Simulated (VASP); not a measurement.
# Be: single point with PBE+D3(BJ)

Be:

```
CELL_PARAMETERS angstrom
2.21422 0.00000 0.00000
-1.10711 1.91757 0.00000
0.00000 0.00000 3.50000
ATOMIC_POSITIONS crystal
Be 0.33333 0.66667 0.25000
Be 0.66667 0.33333 0.75000
```

- Program: VASP 6.6.1
- Task: single point
- Functional: PBE
- Dispersion: D3(BJ)
- Potentials or basis: VASP PAW PBE potentials, release 64 (Be)
- Cutoff: 520 eV
- k mesh: 21 × 21 × 12
- Occupations: gaussian, width 0.1 eV
- Spin: no spin polarisation
- Dipole correction: no
- Further INCAR settings: ALGO = Normal; EDIFF = 1e-07; NBANDS = 9

```
Pressure                   : 0.2 GPa
Band gap on the k mesh     : zero (band 2 reaches 8.56 eV, above the bottom of band 3 at 6.41 eV)
Dispersion energy per atom : -0.379 eV
```

Levels at points of the mesh, in eV from the Fermi level:
| k point | band 1 | band 2 | band 3 | band 4 | band 5 | band 6 |
| --- | --- | --- | --- | --- | --- | --- |
| (0.00, 0.00, 0.00) | -11.74 | -4.75 | 1.22 | 16.83 | 16.83 | 19.78 |
| (0.00, 0.00, 0.50) | -9.54 | -9.54 | 11.07 | 11.07 | 18.55 | 18.55 |

Wall time 11 s on 1 thread of Intel Xeon 6975P-C, on a shared host, peak memory 0.16 GiB.

Caveat: pairwise dispersion overbinds metals, which lowers pressure and volume.
